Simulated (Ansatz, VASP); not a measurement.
BaTe in VASP and in Ansatz

The input INCAR:

```
ALGO = Normal
EDIFF = 1E-7
ENCUT = 520
GGA = PS
ISIF = 2
ISMEAR = 0
LASPH = T
LCHARG = F
LREAL = F
LWAVE = F
NBANDS = 15
NELM = 60
PREC = Accurate
SIGMA = 0.02
```

File KPOINTS:

```
k-points
0
Gamma
  8 8 8
```

Contents of POSCAR:

```
BaTe
1.0
    0.0000000000      3.4100000000      3.4100000000
    3.4100000000      0.0000000000      3.4100000000
    3.4100000000      3.4100000000      0.0000000000
Ba Te
1 1
Direct
   -0.0079501466      0.0064633431      0.0065777126
    0.5000000000      0.5000000000      0.5000000000
```

Input for Ansatz:

```yaml
crystal:
  lattice:
    - [0.0, 3.41, 3.41]
    - [3.41, 0.0, 3.41]
    - [3.41, 3.41, 0.0]
  atoms:
    - { symbol: Ba, position: [-0.0079501466, 0.0064633431, 0.0065777126] }
    - { symbol: Te, position: [0.5, 0.5, 0.5] }
basis:
  ecutwfc: 420
kpoints:
  mp_grid: { grid: [8, 8, 8] }
hamiltonian:
  xc: pbesol
scf:
  occupations: { method: gaussian, width: 0.02 }
output:
  forces: true
  stress: true
  eigenvalues: true
```

Change from the starting cell: one atom moved.

Alike in both runs: task single point; functional PBEsol; k mesh 8 × 8 × 8; occupations gaussian, width 0.02 eV; no spin polarisation.

|  | VASP | Ansatz |
| --- | --- | --- |
| version | VASP 6.6.1 | Ansatz 0.2.0 |
| potentials or method | VASP PAW PBE potentials, release 64 (Ba_sv, Te), cutoff 520 eV | scalar-relativistic, plane waves, PAW |
| valence electrons in the cell | 16 | 26 |

|  | VASP | Ansatz | Ansatz less VASP |
| --- | --- | --- | --- |
| gap on the k mesh at the Fermi level (eV) | 1.24 | 1.34 | +0.102 |
| least direct gap on the mesh (eV) | 1.62 | 1.69 | +0.064 |
| pressure (GPa) | 2.4 | 1.9 | -0.46 |
| traceless stress, the component that is largest in VASP (GPa) | 0.06 | 0.06 | -0.003 |
| rms of the force components (eV/Å) | 0.075 | 0.072 | -0.0038 |

VASP's potentials were made for PBE, not for PBEsol. Atom by atom the forces differ by 0.004 eV/Å (rms over components). The functional is the same, so the differences come from potentials, cutoffs and numerics. VASP's potentials hold 16 valence electrons a cell and Ansatz's 26, so a difference there can come from the potentials and not from the codes.

Spin-orbit coupling is off throughout.
